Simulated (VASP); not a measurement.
# LiH (Fm-3m) in VASP: notebook, part 2 of 2

VASP 6.6.1. The steps go on from the part before.

## 3. Single point, PBE

Input file INCAR:

```
PREC = Accurate
ENCUT = 520
EDIFF = 1E-6
ISMEAR = 0
SIGMA = 0.01
LREAL = F
LASPH = T
NELM = 80
ALGO = Normal
ISIF = 2
LWAVE = F
LCHARG = T
GGA = PE
LELF = T
LVHAR = T
NBANDS = 9
```

Input file KPOINTS:

```
regular mesh
0
Gamma
  8 8 8
```

Input file POSCAR:

```
LiH
1.0
    0.0000000000      2.0029948777      2.0029948777
    2.0029948777      0.0000000000      2.0029948777
    2.0029948777      2.0029948777      0.0000000000
Li H
1 1
Direct
    0.0000000000      0.0000000000      0.0000000000
    0.5000000000      0.5000000000      0.5000000000
```

Potentials or basis: VASP PAW PBE potentials, release 64 (Li_sv, H).

Command:

```console
> cat potpaw_PBE.64/Li_sv/POTCAR potpaw_PBE.64/H/POTCAR > POTCAR
> mpirun -np 1 vasp_std > vasp.out
```

Run time: 3.9 s. Hardware: 1 thread of Intel Xeon Platinum 8259CL at 2.50GHz (Skylake/Cascade Lake), shared host; peak memory 0.13 GiB.

Results (log left out):

- Free energy: -6.1269 eV
- Band gap on the k mesh: 2.98 eV

Levels at points of the mesh, in eV from the valence-band top:
```tsv
k point	band 1	band 2	band 3	band 4	band 5
(0.00, 0.00, 0.00)	-44.29	-5.44	16.12	17.91	17.91
(0.50, 0.00, 0.00)	-44.24	-2.63	4.93	13.68	16.52
(0.50, 0.50, 0.00)	-44.23	0.00	2.98	10.82	10.82
```

Caveat: the cutoff is under 1.25 times the usual one of these potentials, so pressure, stress and relaxed cells hold a basis-set (Pulay) error. A k mesh can miss the band edges.

## 4. Single point, PBE

Input file INCAR:

```
SYSTEM = LiH
  PREC = Accurate
  ENCUT = 520
  EDIFF = 1E-6
  ISMEAR = 0
  SIGMA = 0.01
  LREAL = .False.
  LASPH = .True.
  NELM = 100
  ALGO = Normal
  ISIF = 2
  LWAVE = .False.
  LCHARG = .True.
  GGA = PE
  LELF = .True.
  LVHAR = .True.
  NBANDS = 9
```

Input file KPOINTS:

```
regular mesh
0
Gamma
  10 10 10
  0 0 0
```

POSCAR is that of step 3.

Potentials or basis: VASP PAW PBE potentials, release 64 (Li_sv, H).

Command:

```console
> cat potpaw_PBE.64/Li_sv/POTCAR potpaw_PBE.64/H/POTCAR > POTCAR
> mpirun -np 1 vasp_std > vasp.out
```

OUTCAR:

```text
SYSTEM = LiH
   PREC = Accurate
   ENCUT = 520
   EDIFF = 1E-6
   ISMEAR = 0
   LREAL = .False.
   LASPH = .True.
   NELM = 100
   ISIF = 2
   GGA = PE

 ion  position               nearest neighbor table
   1  0.000  0.000  0.000-
   2  0.500  0.500  0.500-

  LATTYP: Found a face centered cubic cell.
 ALAT       =     4.0059897554

  Lattice vectors:

 A1 = (   0.0000000000,   2.0029948777,   2.0029948777)
 A2 = (   2.0029948777,   0.0000000000,   2.0029948777)
 A3 = (   2.0029948777,   2.0029948777,   0.0000000000)

[... 464 lines left out ...]
      5      11.9115      0.00000
      6      16.3494      0.00000
      7      17.6849      0.00000
      8      29.7082      0.00000
      9      30.1718      0.00000

 [... further k-points ...]
[... 5 lines left out ...]
  --------------------------------------------------------------------------------------
  -------------------------------------------------------------------------------------
  Total       -0.0221559     -0.0221559     -0.0221559      0.0000000      0.0000000     -0.0000000
  in kB       -2.2086727     -2.2086727     -2.2086727      0.0000000      0.0000000     -0.0000000
  external PRESSURE =      -2.2086727 kB  Pullay stress =       0.0000000 kB

 VOLUME and BASIS-vectors are now :
 -----------------------------------------------------------------------------
  energy-cutoff  :      520.00
  volume of cell :       16.07
      direct lattice vectors                 reciprocal lattice vectors
     0.000000000  2.002994878  2.002994878    -0.249626200  0.249626200  0.249626200
     2.002994878  0.000000000  2.002994878     0.249626200 -0.249626200  0.249626200
     2.002994878  2.002994878  0.000000000     0.249626200  0.249626200 -0.249626200

 POSITION                                       TOTAL-FORCE (eV/Angst)
 -----------------------------------------------------------------------------------
      0.00000      0.00000      0.00000        -0.000000      0.000000      0.000000
      2.00299      2.00299      2.00299         0.000000     -0.000000     -0.000000
 -----------------------------------------------------------------------------------
    total drift:                                0.000000     -0.000000     -0.000000

  FREE ENERGIE OF THE ION-ELECTRON SYSTEM (eV)
  ---------------------------------------------------
  free  energy   TOTEN  =        -6.1270840494 eV

  energy  without entropy=       -6.1270840494  energy(sigma->0) =       -6.12708405
```

OSZICAR:

```text
N       E                     dE             d eps       ncg     rms          rms(c)
DAV:   1    -0.142679221342E+01   -0.14268E+01   -0.13015E+03   854   0.381E+02
DAV:   2    -0.631462205741E+01   -0.48878E+01   -0.48589E+01  1211   0.567E+01
DAV:   3    -0.636945852458E+01   -0.54836E-01   -0.54819E-01  1024   0.513E+00
DAV:   4    -0.636976486148E+01   -0.30634E-03   -0.30630E-03  1157   0.313E-01
DAV:   5    -0.636976777241E+01   -0.29109E-05   -0.29109E-05  1022   0.213E-02    0.287E+00
DAV:   6    -0.618675539164E+01    0.18301E+00   -0.14831E-01   931   0.120E+00    0.144E+00
DAV:   7    -0.612536677628E+01    0.61389E-01   -0.19326E-01   989   0.155E+00    0.221E-01
DAV:   8    -0.612716414908E+01   -0.17974E-02   -0.43677E-03  1020   0.430E-01    0.458E-02
DAV:   9    -0.612709008062E+01    0.74068E-04   -0.17305E-04  1082   0.502E-02    0.679E-03
DAV:  10    -0.612708475571E+01    0.53249E-05   -0.67269E-06   947   0.186E-02    0.245E-03
DAV:  11    -0.612708404942E+01    0.70629E-06   -0.19329E-07   630   0.207E-03
   1 F= -.61270840E+01 E0= -.61270840E+01  d E =-.722859E-16
```

Wall time 5.2 s (1 thread of Intel Xeon Platinum 8259CL at 2.50GHz (Skylake/Cascade Lake), shared host); peak memory 0.13 GiB.

What came out:

```yaml
Free_energy: -6.1271 eV
Band_gap_on_the_k_mesh: 2.98 eV
```

Caveat: the cutoff is under 1.25 times the usual one of these potentials, so pressure, stress and relaxed cells hold a basis-set (Pulay) error.

## 5. Single point, r2SCAN

POSCAR is that of step 4.

Input file INCAR.step1:

```
SYSTEM = LiH
PREC     = Accurate       ! precision mode
ENCUT    = 520            ! plane-wave cutoff, eV
ISMEAR   = 0              ! smearing method
SIGMA    = 0.01           ! smearing width, eV
LREAL    = .FALSE.        ! projectors in reciprocal space
LASPH    = .TRUE.         ! aspherical terms in the spheres
NELM     = 100            ! most SCF steps
NBANDS   = 9              ! bands
GGA      = PE             ! functional
ALGO     = Normal         ! electronic algorithm
EDIFF    = 1E-4           ! SCF threshold, eV
LWAVE    = .TRUE.         ! write WAVECAR
LCHARG   = .FALSE.        ! write CHGCAR
```

Input file INCAR.step2:

```
SYSTEM = LiH
PREC     = Accurate       ! precision mode
ENCUT    = 520            ! plane-wave cutoff, eV
EDIFF    = 1E-7           ! SCF threshold, eV
ISMEAR   = 0              ! smearing method
SIGMA    = 0.01           ! smearing width, eV
LREAL    = .FALSE.        ! projectors in reciprocal space
LASPH    = .TRUE.         ! aspherical terms in the spheres
NELM     = 100            ! most SCF steps
ALGO     = Normal         ! electronic algorithm
ISIF     = 2              ! what is computed and relaxed
LWAVE    = .FALSE.        ! write WAVECAR
LCHARG   = .FALSE.        ! write CHGCAR
METAGGA  = R2SCAN         ! meta-GGA
LMIXTAU  = .TRUE.       
NBANDS   = 9              ! bands
ISTART   = 1
```

Input file KPOINTS:

```
regular mesh
0
G
  8 8 8
  0 0 0
```

Command:

```console
> cat potpaw_PBE.64/Li_sv/POTCAR potpaw_PBE.64/H/POTCAR > POTCAR
> cp INCAR.step1 INCAR
> mpirun -np 1 vasp_std > vasp.out
> cp INCAR.step2 INCAR
> mpirun -np 1 vasp_std > vasp.out
```

It took 19 s on 1 thread of Intel Xeon Platinum 8259CL at 2.50GHz (Skylake/Cascade Lake), shared host; peak memory 0.13 GiB.

It converged, with:

```
Free energy            : -6.8175 eV
Band gap on the k mesh : 3.58 eV
```

Levels at points of the mesh, in eV from the valence-band top:
```
           k point  band 1  band 2  band 3  band 4  band 5
(0.00, 0.00, 0.00)  -45.73   -5.45   17.67   19.42   19.42
(0.50, 0.00, 0.00)  -45.69   -2.64    5.68   14.96   18.18
(0.50, 0.50, 0.00)  -45.67    0.00    3.58   11.75   11.75
```

Caveat: the cutoff is under 1.25 times the usual one of these potentials, so pressure, stress and relaxed cells hold a basis-set (Pulay) error; the PAW data sets were made with another functional, which shifts forces and pressure a little. A k mesh can miss the band edges.

## 6. The runs side by side

| level | k mesh | gap on the mesh (eV) |
| --- | --- | --- |
| PBE | 8 × 8 × 8 | 2.98 |
| PBE | 10 × 10 × 10 | 2.98 |
| r2SCAN | 8 × 8 × 8 | 3.58 |

Alike in all rows: task single point; potentials or basis VASP PAW PBE potentials, release 64 (Li_sv, H); no spin polarisation; cell as given; cutoff (eV) 520; smearing gaussian 0.01 eV.

On the cell as given the gap runs from 2.98 eV (PBE) to 3.58 eV (r2SCAN); the meshes differ, which moves gaps too.

Caveats: the cutoff is under 1.25 times the usual one of these potentials, so pressure, stress and relaxed cells hold a basis-set (Pulay) error; the PAW data sets were made with another functional, which shifts forces and pressure a little (at least some runs).

Absolute energies hang on the potentials; compare differences alone.
